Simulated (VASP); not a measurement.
# Rh (Fm-3m) in VASP: single point with r2SCAN

Aim: the single point of Rh with r2SCAN.

Everything below comes from runs of VASP 6.6.1. Logs are shortened: lines on timing, memory, paths and dates and some standing lists are left out, and cuts for length are marked.

## Step 1: The cell of the first run

Symmetry: Fm-3m, No. 225, cubic system. Conventional cell: a = 3.800 Å, b = 3.800 Å, c = 3.800 Å, α = 90.00°, β = 90.00°, γ = 90.00°. Rh (site symmetry m-3m) has 12 Rh at 2.69 Å within 3.5 Å.

## Step 2: Single point, r2SCAN

POSCAR reads:

```
Rh
1.0
    2.6869385152      0.0000000000      0.0000000000
    0.0000000000      2.6869385152      0.0000000000
    1.3434692576      1.3434692576      1.8999524447
Rh
1
Direct
    0.0000000000      0.0000000000      0.0000000000
```

INCAR.step1 reads:

```
SYSTEM = Rh
PREC = Accurate
ENCUT = 520
ISMEAR = 0
SIGMA = 0.1
LREAL = .False.
LASPH = .True.
NELM = 60
NBANDS = 14
ISYM = 0
GGA = PE
ALGO = Normal
EDIFF = 1E-4
LWAVE = .True.
LCHARG = .False.
```

INCAR.step2 reads:

```
SYSTEM = Rh
PREC = Accurate
ENCUT = 520
EDIFF = 1E-6
ISMEAR = 0
SIGMA = 0.1
LREAL = .False.
LASPH = .True.
NELM = 60
ALGO = Normal
ISIF = 2
LWAVE = .False.
LCHARG = .False.
METAGGA = R2SCAN
LMIXTAU = .True.
NBANDS = 14
ISYM = 0
ISTART = 1
```

KPOINTS reads:

```
Automatic mesh
0
Gamma
  13 13 18
  0 0 0
```

Potentials or basis: VASP PAW PBE potentials, release 64 (Rh_pv).

On the command line:

```console
cat potpaw_PBE.64/Rh_pv/POTCAR > POTCAR
cp INCAR.step1 INCAR
mpirun -np 1 vasp_std > vasp.out
cp INCAR.step2 INCAR
mpirun -np 1 vasp_std > vasp.out
```

OUTCAR:

```text
SYSTEM = Rh
   PREC = Accurate
   ENCUT = 520
   EDIFF = 1E-6
   ISMEAR = 0
   LREAL = .False.
   LASPH = .True.
   NELM = 60
   ISIF = 2
   METAGGA = R2SCAN
   ISYM = 0
   ISTART = 1

 ion  position               nearest neighbor table
   1  0.000  0.000  0.000-

IMPORTANT INFORMATION: All symmetrisations will be switched off!
NOSYMM: (Re-)initialisation of all symmetry stuff for point group C_1.

----------------------------------------------------------------------------------------

                                     Primitive cell

  volume of cell :      13.7170

  direct lattice vectors                    reciprocal lattice vectors
     2.686938515  0.000000000  0.000000000     0.372170779  0.000000000 -0.263164482
     0.000000000  2.686938515  0.000000000     0.000000000  0.372170779 -0.263164482
     1.343469258  1.343469258  1.899952445     0.000000000  0.000000000  0.526328963

  length of vectors
     2.686938515  2.686938515  2.686938515     0.455814253  0.455814253  0.526328963

  position of ions in fractional coordinates (direct lattice)
     0.000000000  0.000000000  0.000000000

  ion indices of the primitive-cell ions
   primitive index   ion index
                 1           1

----------------------------------------------------------------------------------------

 KPOINTS: Automatic mesh

Automatic generation of k-mesh.
 Grid dimensions read from file:
 generate k-points for:   13   13   18

 Generating k-lattice:

  Cartesian coordinates                     Fractional coordinates (reciprocal lattice)
     0.028628521  0.000000000 -0.020243422     0.076923077  0.000000000 -0.000000000
     0.000000000  0.028628521 -0.020243422     0.000000000  0.076923077 -0.000000000
     0.000000000  0.000000000  0.029240498     0.000000000  0.000000000  0.055555556

  Length of vectors
     0.035062635  0.035062635  0.029240498

  Shift w.r.t. Gamma in fractional coordinates (k-lattice)
     0.000000000  0.000000000  0.000000000

 -----------------------------------------------------------------------------
|                                                                             |
|           W    W    AA    RRRRR   N    N  II  N    N   GGGG   !!!           |
|           W    W   A  A   R    R  NN   N  II  NN   N  G    G  !!!           |
|           W    W  A    A  R    R  N N  N  II  N N  N  G       !!!           |
|           W WW W  AAAAAA  RRRRR   N  N N  II  N  N N  G  GGG   !            |
|           WW  WW  A    A  R   R   N   NN  II  N   NN  G    G                |
|           W    W  A    A  R    R  N    N  II  N    N   GGGG   !!!           |
|                                                                             |
|     Your reciprocal lattice and k-lattice belong to different lattice       |
|     classes:                                                                |
|                                                                             |
|        The reciprocal lattice is body-centered cubic,                       |
|        whereas your k-lattice is base-centered monoclinic.                  |
|                                                                             |
|     Results are often still useful ...                                      |
|                                                                             |
 -----------------------------------------------------------------------------

 WARNING: IBZKPT: internal override: KBLOWUP is changed to .FALSE.
      ... skipping the blow-up phase ...

 Subroutine IBZKPT returns following result:
 ===========================================

 Found   1522 irreducible k-points:

 Following reciprocal coordinates:
            Coordinates               Weight
  0.000000  0.000000  0.000000      1.000000
  0.076923  0.000000  0.000000      2.000000
  0.153846  0.000000  0.000000      2.000000
  0.230769  0.000000  0.000000      2.000000
  0.307692  0.000000  0.000000      2.000000
  0.384615  0.000000  0.000000      2.000000
[... 16 lines left out ...]
  0.153846  0.153846  0.000000      2.000000
  0.230769  0.153846  0.000000      2.000000
 [... further k-points ...]
   k-points           NKPTS =   1522   k-points in BZ     NKDIM =   1522   number of bands    NBANDS=     14
   number of dos      NEDOS =    301   number of ions     NIONS =      1
   total plane-waves  NPLWV =   8000
   dimension x,y,z NGX =    20 NGY =   20 NGZ =   20
   dimension x,y,z NGXF=    40 NGYF=   40 NGZF=   40
   ions per type =               1
   NGX,Y,Z   is equivalent  to a cutoff of  12.37, 12.37, 12.37 a.u.
   NGXF,Y,Z  is equivalent  to a cutoff of  24.75, 24.75, 24.75 a.u.
 SYSTEM =  Rh
   PREC   = accura    normal or accurate (medium, high low for compatibility)
   ISTART =      1    job   : 0-new  1-cont  2-samecut
   ICHARG =      0    charge: 1-file 2-atom 10-const
   ISPIN  =      1    spin polarized calculation?
   LNONCOLLINEAR =      F non collinear calculations
   LSORBIT =      F    spin-orbit coupling
   LASPH  =      T    aspherical Exc in radial PAW
   ENCUT  =  520.0 eV  38.22 Ry    6.18 a.u.   5.00  5.00  5.00*2*pi/ulx,y,z
   NELM   =     60;   NELMIN=  2; NELMDL=  0     # of ELM steps
   EDIFF  = 0.1E-05   stopping-criterion for ELM
   LREAL  =      F    real-space projection
   EDIFFG = 0.1E-04   stopping-criterion for IOM
   NSW    =      0    number of steps for IOM
   IBRION =     -1    ionic relax: 0-MD 1-quasi-New 2-CG
   NFREE  =      0    steps in history (QN), initial steepest desc. (CG)
   ISIF   =      2    stress and relaxation
   ISYM   =      0    0-nonsym 1-usesym 2-fastsym
   POTIM  = 0.5000    time-step for ionic-motion
   TEBEG  =    0.0;   TEEND  =   0.0 temperature during run
   PSTRESS=    0.0 pullay stress
   NELECT =      15.0000    total number of electrons
   NUPDOWN=      -1.0000    fix difference up-down
   EMIN   =  10.00;   EMAX   =-10.00  energy-range for DOS
   EFERMI =   0.00;   METHOD = LEGACY
   ISMEAR =     0;   SIGMA  =   0.10  broadening in eV -4-tet -1-fermi 0-gaus
   EFERMI_NEDOS =   21; number of points for ismear=-14 and -15
   IALGO  =     38    algorithm
   IMIX   =      4    mixing-type and parameters
     AMIX     =   0.40;   BMIX     =  1.00
     AMIX_MAG =   1.60;   BMIX_MAG =  1.00
  volume/ion in A,a.u.               =      13.72        92.57
  Fermi-wavevector in a.u.,A,eV,Ry     =   1.686628  3.187264 38.704663  2.844712
  Thomas-Fermi vector in A             =   2.769258
   LORBIT       =      0    0 simple, 1 ext, 2 COOP (PROOUT), +10 PAW based schemes
   METAGGA = R2SCAN    functional components
   LHFCALC =     F    Hartree Fock is set to
   AEXX    =    0.0000 exact exchange contribution
   IVDW    =     0    specifies the selected vdW correction
   LEPSILON=     F    determine dielectric tensor
   LRPA    =     F    only Hartree local field effects (RPA)
 non-spin polarized calculation
 Gauss-broadening in eV      SIGMA  =   0.10
  energy-cutoff  :      520.00
  volume of cell :       13.72
 maximum number of plane-waves:       381
   NGX =  9   NGY =  9   NGZ =  9

 number of electron      15.0000007 magnetization

 Free energy of the ion-electron system (eV)
  ---------------------------------------------------
  ext. energy  EPLUGINS =         0.00000000
  ---------------------------------------------------
  free energy    TOTEN  =       -24.14159177 eV

  energy without entropy =      -24.13541194  energy(sigma->0) =      -24.13850186

 E-fermi :  11.7706     XC(G=0): -15.2224

 val. band max:       11.7671130813   @ k =   0.2308   0.0769   0.4444
 cond. band min:      11.7730088292   @ k =   0.2308  -0.1538   0.3889
 fundamental gap:      0.0058957478
 Fermi energy:        11.7705685006

 k-point     1 :       0.0000    0.0000    0.0000
  band No.  band energies     occupation
      1     -36.0187      2.00000
      2     -36.0175      2.00000
      3     -36.0108      2.00000
      4       3.5787      2.00000
      5       8.5896      2.00000
      6       8.5940      2.00000
      7       8.5952      2.00000
      8      10.6984      2.00000
      9      10.7023      2.00000
     10      28.4900      0.00000
     11      29.1597      0.00000
     12      34.2549      0.00000
     13      34.2553      0.00000
     14      34.2581      0.00000

 k-point     2 :       0.0769    0.0000    0.0000
  band No.  band energies     occupation
      1     -36.0618      2.00000
      2     -36.0242      2.00000
      3     -36.0207      2.00000
      4       3.8269      2.00000
      5       8.4862      2.00000
      6       8.6855      2.00000
      7       8.6897      2.00000
      8      10.6476      2.00000
      9      10.6514      2.00000
     10      28.8410      0.00000
     11      29.1594      0.00000
     12      33.0028      0.00000
     13      34.6132      0.00000
     14      34.6160      0.00000

 k-point     3 :       0.1538    0.0000    0.0000
  band No.  band energies     occupation
      1     -36.1909      2.00000
      2     -36.0417      2.00000
      3     -36.0384      2.00000
      4       4.4996      2.00000
      5       8.2759      2.00000
      6       8.8912      2.00000
      7       8.8947      2.00000
      8      10.5898      2.00000
      9      10.5930      2.00000
     10      29.1587      0.00000
     11      29.6363      0.00000
     12      30.7566      0.00000
     13      35.6183      0.00000
     14      35.6212      0.00000
[... 324 lines left out ...]
 k-point    23 :       0.1538    0.1538    0.0000
  band No.  band energies     occupation
      1     -36.3667      2.00000
      2     -36.1538      2.00000
      3     -36.0547      2.00000
      4       5.7730      2.00000
      5       7.7622      2.00000
      6       8.9738      2.00000
      7       9.4664      2.00000
      8       9.9070      2.00000
      9      11.7329      1.40550
     10      28.9964      0.00000
     11      29.1645      0.00000
     12      30.2084      0.00000
     13      34.2887      0.00000
     14      35.6403      0.00000

 k-point    24 :       0.2308    0.1538    0.0000
  band No.  band energies     occupation
      1     -36.5008      2.00000
      2     -36.2106      2.00000
      3     -36.0802      2.00000
      4       6.3883      2.00000
      5       7.8983      2.00000
      6       8.7104      2.00000
      7       9.4420      2.00000
      8      10.2557      2.00000
      9      12.7857      0.00000
     10      27.0633      0.00000
     11      29.1594      0.00000
     12      29.5687      0.00000
     13      33.3150      0.00000
     14      35.8199      0.00000

 [... further k-points ...]
[... 5 lines left out ...]
  --------------------------------------------------------------------------------------
  -------------------------------------------------------------------------------------
  Total        0.0960425      0.0960426      0.1199926      0.0007166     -0.0064529     -0.0064529
  in kB       11.2180144     11.2180247     14.0154452      0.0836976     -0.7537204     -0.7537202
  external PRESSURE =      12.1504948 kB  Pullay stress =       0.0000000 kB

 VOLUME and BASIS-vectors are now :
 -----------------------------------------------------------------------------
  energy-cutoff  :      520.00
  volume of cell :       13.72
      direct lattice vectors                 reciprocal lattice vectors
     2.686938515  0.000000000  0.000000000     0.372170779  0.000000000 -0.263164482
     0.000000000  2.686938515  0.000000000     0.000000000  0.372170779 -0.263164482
     1.343469258  1.343469258  1.899952445     0.000000000  0.000000000  0.526328963

 POSITION                                       TOTAL-FORCE (eV/Angst)
 -----------------------------------------------------------------------------------
      0.00000      0.00000      0.00000        -0.000000     -0.000000      0.000000
 -----------------------------------------------------------------------------------
    total drift:                               -0.000000     -0.000000      0.000000

  FREE ENERGIE OF THE ION-ELECTRON SYSTEM (eV)
  ---------------------------------------------------
  free  energy   TOTEN  =       -24.1415917716 eV

  energy  without entropy=      -24.1354119433  energy(sigma->0) =      -24.13850186
```

Run time: 26 min. Hardware: 1 thread of Oxide Virtual Turin-like, shared host; peak memory 0.32 GiB.

Results:

```
Free energy            : -24.1416 eV
Pressure               : 1.2 GPa
Band gap on the k mesh : zero (an odd number of electrons rules out a gap without spin polarisation)
```

Caveat: the PAW data sets were made with another functional, which shifts forces and pressure a little.
